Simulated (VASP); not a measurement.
# MgI2 (Fm-3m) in VASP: a series of runs

The runs below take MgI2 through single point, with PBE, LDA.

Program: VASP 6.6.1. These are calculated values, not measurements. Logs are shortened: lines on timing, memory, paths and dates and some standing lists are left out, and cuts for length are marked.

### 1 The cell of the first run

Symmetry: Fm-3m, No. 225, cubic system. Conventional cell: a = 7.511 Å, b = 7.511 Å, c = 7.511 Å, α = 90.00°, β = 90.00°, γ = 90.00°. Mg (site symmetry m-3m) has 8 I at 3.25 Å within 4.3 Å. I (site symmetry -43m) has 4 Mg at 3.25 Å and 6 I at 3.76 Å within 4.3 Å.

### 2 Single point, PBE

The input, INCAR:

```
SYSTEM = MgI2
  PREC = Accurate
  ENCUT = 520
  EDIFF = 1E-6
  ISMEAR = -1
  SIGMA = 0.02
  LREAL = .FALSE.
  LASPH = .TRUE.
  NELM = 100
  ALGO = Normal
  ISIF = 2
  LWAVE = .FALSE.
  LCHARG = .TRUE.
  GGA = PE
  LELF = .TRUE.
  LVHAR = .TRUE.
  NBANDS = 15
```

The input, KPOINTS:

```
regular mesh
0
G
  6 6 6
  0 0 0
```

The input, POSCAR:

```
MgI2
1.0
    0.0000000000      3.7557205824      3.7557205824
    3.7557205824      0.0000000000      3.7557205824
    3.7557205824      3.7557205824      0.0000000000
Mg I
1 2
Direct
    0.0000000000      0.0000000000      0.0000000000
    0.2500000000      0.2500000000      0.2500000000
    0.7500000000      0.7500000000      0.7500000000
```

Potentials or basis: VASP PAW PBE potentials, release 64 (Mg, I).

Command:

```sh
cat potpaw_PBE.64/Mg/POTCAR potpaw_PBE.64/I/POTCAR > POTCAR
mpirun -np 1 vasp_std > vasp.out
```

OUTCAR:

```text
SYSTEM = MgI2
   PREC = Accurate
   ENCUT = 520
   EDIFF = 1E-6
   ISMEAR = -1
   LREAL = .FALSE.
   LASPH = .TRUE.
   NELM = 100
   ISIF = 2
   GGA = PE

 ion  position               nearest neighbor table
   1  0.000  0.000  0.000-   3 3.25   3 3.25   3 3.25   2 3.25   3 3.25   2 3.25   2 3.25   2 3.25

   2  0.250  0.250  0.250-   1 3.25   1 3.25   1 3.25   1 3.25
   3  0.750  0.750  0.750-   1 3.25   1 3.25   1 3.25   1 3.25

  LATTYP: Found a face centered cubic cell.
 ALAT       =     7.5114411648

  Lattice vectors:

 A1 = (   0.0000000000,   3.7557205824,   3.7557205824)
 A2 = (   3.7557205824,   0.0000000000,   3.7557205824)
 A3 = (   3.7557205824,   3.7557205824,   0.0000000000)

Analysis of symmetry for initial positions (statically):
=====================================================================
 Subroutine PRICEL returns:
 Original cell was already a primitive cell.

 Routine SETGRP: Setting up the symmetry group for a
 face centered cubic supercell.

 Subroutine GETGRP returns: Found 48 space group operations
 (whereof 48 operations were pure point group operations)
 out of a pool of 48 trial point group operations.

The static configuration has the point symmetry O_h .

Analysis of symmetry for dynamics (positions and initial velocities):
=====================================================================
 Subroutine PRICEL returns:
 Original cell was already a primitive cell.

 Routine SETGRP: Setting up the symmetry group for a
 face centered cubic supercell.

 Subroutine GETGRP returns: Found 48 space group operations
 (whereof 48 operations were pure point group operations)
 out of a pool of 48 trial point group operations.

The dynamic configuration has the point symmetry O_h .

 Subroutine INISYM returns: Found 48 space group operations
 (whereof 48 operations are pure point group operations),
 and found     1 'primitive' translations

----------------------------------------------------------------------------------------

                                     Primitive cell

  volume of cell :     105.9522

  direct lattice vectors                    reciprocal lattice vectors
     0.000000000  3.755720582  3.755720582    -0.133130245  0.133130245  0.133130245
     3.755720582  0.000000000  3.755720582     0.133130245 -0.133130245  0.133130245
     3.755720582  3.755720582  0.000000000     0.133130245  0.133130245 -0.133130245

  length of vectors
     5.311390984  5.311390984  5.311390984     0.230588348  0.230588348  0.230588348

  position of ions in fractional coordinates (direct lattice)
     0.000000000  0.000000000  0.000000000
     0.250000000  0.250000000  0.250000000
     0.750000000  0.750000000  0.750000000

  ion indices of the primitive-cell ions
   primitive index   ion index
                 1           1
                 2           2
                 3           3

----------------------------------------------------------------------------------------

 KPOINTS: regular mesh

Automatic generation of k-mesh.
 Grid dimensions read from file:
 generate k-points for:    6    6    6

 Generating k-lattice:

  Cartesian coordinates                     Fractional coordinates (reciprocal lattice)
    -0.022188374  0.022188374  0.022188374     0.166666667  0.000000000  0.000000000
     0.022188374 -0.022188374  0.022188374     0.000000000  0.166666667  0.000000000
     0.022188374  0.022188374 -0.022188374     0.000000000  0.000000000  0.166666667

  Length of vectors
     0.038431391  0.038431391  0.038431391

  Shift w.r.t. Gamma in fractional coordinates (k-lattice)
     0.000000000  0.000000000  0.000000000

 Subroutine IBZKPT returns following result:
 ===========================================

 Found     16 irreducible k-points:

 Following reciprocal coordinates:
            Coordinates               Weight
  0.000000  0.000000  0.000000      1.000000
  0.166667  0.000000  0.000000      8.000000
  0.333333  0.000000  0.000000      8.000000
  0.500000  0.000000  0.000000      4.000000
  0.166667  0.166667  0.000000      6.000000
  0.333333  0.166667  0.000000     24.000000
[... 8 lines left out ...]
 -0.333333  0.333333  0.166667     24.000000
 -0.333333  0.500000  0.166667     12.000000
   k-points           NKPTS =     16   k-points in BZ     NKDIM =     16   number of bands    NBANDS=     15
   number of dos      NEDOS =    301   number of ions     NIONS =      3
   total plane-waves  NPLWV =  64000
   dimension x,y,z NGX =    40 NGY =   40 NGZ =   40
   dimension x,y,z NGXF=    80 NGYF=   80 NGZF=   80
   ions per type =               1   2
   NGX,Y,Z   is equivalent  to a cutoff of  12.52, 12.52, 12.52 a.u.
   NGXF,Y,Z  is equivalent  to a cutoff of  25.04, 25.04, 25.04 a.u.
 SYSTEM =  MgI2
   PREC   = accura    normal or accurate (medium, high low for compatibility)
   ISTART =      0    job   : 0-new  1-cont  2-samecut
   ICHARG =      2    charge: 1-file 2-atom 10-const
   ISPIN  =      1    spin polarized calculation?
   LNONCOLLINEAR =      F non collinear calculations
   LSORBIT =      F    spin-orbit coupling
   LASPH  =      T    aspherical Exc in radial PAW
   ENCUT  =  520.0 eV  38.22 Ry    6.18 a.u.   9.88  9.88  9.88*2*pi/ulx,y,z
   NELM   =    100;   NELMIN=  2; NELMDL= -5     # of ELM steps
   EDIFF  = 0.1E-05   stopping-criterion for ELM
   LREAL  =      F    real-space projection
   EDIFFG = 0.1E-04   stopping-criterion for IOM
   NSW    =      0    number of steps for IOM
   IBRION =     -1    ionic relax: 0-MD 1-quasi-New 2-CG
   NFREE  =      0    steps in history (QN), initial steepest desc. (CG)
   ISIF   =      2    stress and relaxation
   ISYM   =      2    0-nonsym 1-usesym 2-fastsym
   POTIM  = 0.5000    time-step for ionic-motion
   TEBEG  =    0.0;   TEEND  =   0.0 temperature during run
   PSTRESS=    0.0 pullay stress
   NELECT =      16.0000    total number of electrons
   NUPDOWN=      -1.0000    fix difference up-down
   EMIN   =  10.00;   EMAX   =-10.00  energy-range for DOS
   EFERMI =   0.00;   METHOD = LEGACY
   ISMEAR =    -1;   SIGMA  =   0.02  broadening in eV -4-tet -1-fermi 0-gaus
   EFERMI_NEDOS =   21; number of points for ismear=-14 and -15
   IALGO  =     38    algorithm
   IMIX   =      4    mixing-type and parameters
     AMIX     =   0.40;   BMIX     =  1.00
     AMIX_MAG =   1.60;   BMIX_MAG =  1.00
  volume/ion in A,a.u.               =      35.32       238.33
  Fermi-wavevector in a.u.,A,eV,Ry     =   0.871789  1.647443 10.340654  0.760017
  Thomas-Fermi vector in A             =   1.990947
   LORBIT       =      0    0 simple, 1 ext, 2 COOP (PROOUT), +10 PAW based schemes
   GGA     = PE    functional components
   LHFCALC =     F    Hartree Fock is set to
   AEXX    =    0.0000 exact exchange contribution
   IVDW    =     0    specifies the selected vdW correction
   LEPSILON=     F    determine dielectric tensor
   LRPA    =     F    only Hartree local field effects (RPA)
 non-spin polarized calculation
  energy-cutoff  :      520.00
  volume of cell :      105.95
 maximum number of plane-waves:      2884
   NGX = 19   NGY = 19   NGZ = 19

 number of electron      16.0000001 magnetization

 Free energy of the ion-electron system (eV)
  ---------------------------------------------------
  ext. energy  EPLUGINS =         0.00000000
  ---------------------------------------------------
  free energy    TOTEN  =        -6.40207287 eV

  energy without entropy =       -6.40207286  energy(sigma->0) =       -6.40207287

 E-fermi :   3.5641     XC(G=0):  -8.1196

 val. band max:        3.2621126313   @ k =   0.5000   0.5000   0.0000
 cond. band min:       3.8439678084   @ k =   0.0000   0.0000   0.0000
 fundamental gap:      0.5818551772
 Fermi energy:         3.5641353139

 k-point     1 :       0.0000    0.0000    0.0000
  band No.  band energies     occupation
      1      -9.6748      2.00000
      2      -8.1135      2.00000
      3       0.3056      2.00000
      4       0.3056      2.00000
      5       0.3056      2.00000
      6       2.1530      2.00000
      7       2.1530      2.00000
      8       2.1530      2.00000
      9       3.8440      0.00000
     10       6.3711      0.00000
     11       6.3711      0.00000
     12       6.3711      0.00000
     13       8.4416      0.00000
     14       8.4416      0.00000
     15       9.8316      0.00000

 k-point     2 :       0.1667    0.0000    0.0000
  band No.  band energies     occupation
      1      -9.5757      2.00000
      2      -8.2233      2.00000
      3       0.2428      2.00000
      4       0.3544      2.00000
      5       0.3544      2.00000
      6       1.4861      2.00000
      7       1.9095      2.00000
      8       1.9095      2.00000
      9       4.7081      0.00000
     10       6.6424      0.00000
     11       6.6702      0.00000
     12       6.6702      0.00000
     13       8.9914      0.00000
     14       8.9914      0.00000
     15      10.5593      0.00000

 k-point     3 :       0.3333    0.0000    0.0000
  band No.  band energies     occupation
      1      -9.3006      2.00000
      2      -8.5194      2.00000
      3       0.0221      2.00000
      4       0.5229      2.00000
      5       0.5229      2.00000
      6       0.8847      2.00000
      7       1.3972      2.00000
      8       1.3972      2.00000
      9       5.5640      0.00000
     10       7.5163      0.00000
     11       7.5163      0.00000
     12       8.0028      0.00000
     13      10.1064      0.00000
     14      10.1064      0.00000
     15      10.7903      0.00000
[... 199 lines left out ...]
 k-point    15 :      -0.3333    0.3333    0.1667
  band No.  band energies     occupation
      1      -8.8807      2.00000
      2      -8.8771      2.00000
      3      -1.1789      2.00000
      4      -0.5958      2.00000
      5       0.7893      2.00000
      6       0.8090      2.00000
      7       2.5646      2.00000
      8       2.7194      2.00000
      9       5.3198      0.00000
     10       7.6373      0.00000
     11       8.6043      0.00000
     12       8.8876      0.00000
     13       9.7608      0.00000
     14      10.7129      0.00000
     15      11.4466      0.00000

 k-point    16 :      -0.3333    0.5000    0.1667
  band No.  band energies     occupation
      1      -8.9892      2.00000
      2      -8.7354      2.00000
      3      -1.4480      2.00000
      4      -0.7107      2.00000
      5       0.1347      2.00000
      6       1.6558      2.00000
      7       2.8653      2.00000
      8       3.1401      2.00000
      9       4.8908      0.00000
     10       7.8601      0.00000
     11       8.1636      0.00000
     12       9.1149      0.00000
     13      10.6961      0.00000
     14      10.8396      0.00000
     15      11.0201      0.00000

------------------------ aborting loop because EDIFF is reached ----------------------------------------

  FORCE on cell =-STRESS in cart. coord.  units (eV):
  Direction    XX          YY          ZZ          XY          YZ          ZX
  --------------------------------------------------------------------------------------
  -------------------------------------------------------------------------------------
  Total        0.1085290      0.1085290      0.1085290     -0.0000000     -0.0000000     -0.0000000
  in kB        1.6411436      1.6411436      1.6411436     -0.0000000     -0.0000000     -0.0000000
  external PRESSURE =       1.6411436 kB  Pullay stress =       0.0000000 kB

 VOLUME and BASIS-vectors are now :
 -----------------------------------------------------------------------------
  energy-cutoff  :      520.00
  volume of cell :      105.95
      direct lattice vectors                 reciprocal lattice vectors
     0.000000000  3.755720582  3.755720582    -0.133130245  0.133130245  0.133130245
     3.755720582  0.000000000  3.755720582     0.133130245 -0.133130245  0.133130245
     3.755720582  3.755720582  0.000000000     0.133130245  0.133130245 -0.133130245

 POSITION                                       TOTAL-FORCE (eV/Angst)
 -----------------------------------------------------------------------------------
      0.00000      0.00000      0.00000         0.000000      0.000000      0.000000
      1.87786      1.87786      1.87786        -0.000000      0.000000     -0.000000
      5.63358      5.63358      5.63358        -0.000000     -0.000000      0.000000
 -----------------------------------------------------------------------------------
    total drift:                                0.000000     -0.000000      0.000000

  FREE ENERGIE OF THE ION-ELECTRON SYSTEM (eV)
  ---------------------------------------------------
  free  energy   TOTEN  =        -6.4020728683 eV

  energy  without entropy=       -6.4020728635  energy(sigma->0) =       -6.40207287
```

It took 23 s on 1 thread of Intel Xeon Platinum 8488C (Sapphire Rapids), shared host; peak memory 0.24 GiB.

Results:

- Free energy: -6.4021 eV
- Pressure: 0.2 GPa
- Band gap on the k mesh: 0.58 eV (least direct gap 1.06 eV)

Levels at points of the mesh, in eV from the valence-band top:
```tsv
k point	band 5	band 6	band 7	band 8	band 9	band 10	band 11	band 12
(0.00, 0.00, 0.00)	-2.96	-1.11	-1.11	-1.11	0.58	3.11	3.11	3.11
(0.50, 0.00, 0.00)	-2.50	-2.50	-2.26	-2.26	2.65	5.07	5.07	5.96
(0.50, 0.50, 0.00)	-3.75	-0.50	-0.50	0.00	1.06	4.09	6.42	6.42
```

Caveat: spin-orbit coupling is left out, which moves the levels of the heavy elements. A k mesh can miss the band edges.

### 3 Single point, LDA

The input, INCAR:

```
SYSTEM = MgI2
PREC = Accurate ; ENCUT = 520
EDIFF = 1E-6 ; ISMEAR = 0
SIGMA = 0.01 ; LREAL = .False.
LASPH = .True. ; NELM = 80
ALGO = Normal ; ISIF = 2
LWAVE = .False. ; LCHARG = .False.
GGA = CA ; NBANDS = 15
```

The input, KPOINTS:

```
Automatic mesh
0
Gamma
  6 6 6
  0 0 0
```

POSCAR is that of step 2.

Potentials or basis: VASP PAW LDA potentials, release 64 (Mg, I).

Command:

```sh
cat potpaw_LDA.64/Mg/POTCAR potpaw_LDA.64/I/POTCAR > POTCAR
mpirun -np 1 vasp_std > vasp.out
```

Wall time 22 s (1 thread of Intel Xeon Platinum 8488C (Sapphire Rapids), shared host); peak memory 0.2 GiB.

The run converged. Its results:

| Quantity | Value |
| --- | --- |
| Free energy | -7.7487 eV |
| Pressure | -2.2 GPa |
| Band gap on the k mesh | 0.42 eV (least direct gap 0.92 eV) |

Levels at points of the mesh, in eV from the valence-band top:
```tsv
k point	band 6	band 7	band 8	band 9	band 10	band 11
(0.00, 0.00, 0.00)	-1.12	-1.12	-1.12	0.42	3.00	3.00
(0.50, 0.00, 0.00)	-2.52	-2.28	-2.28	2.55	4.97	4.97
(0.50, 0.50, 0.00)	-0.50	-0.50	0.00	0.92	3.93	6.21
```

Caveat: spin-orbit coupling is left out, which moves the levels of the heavy elements.
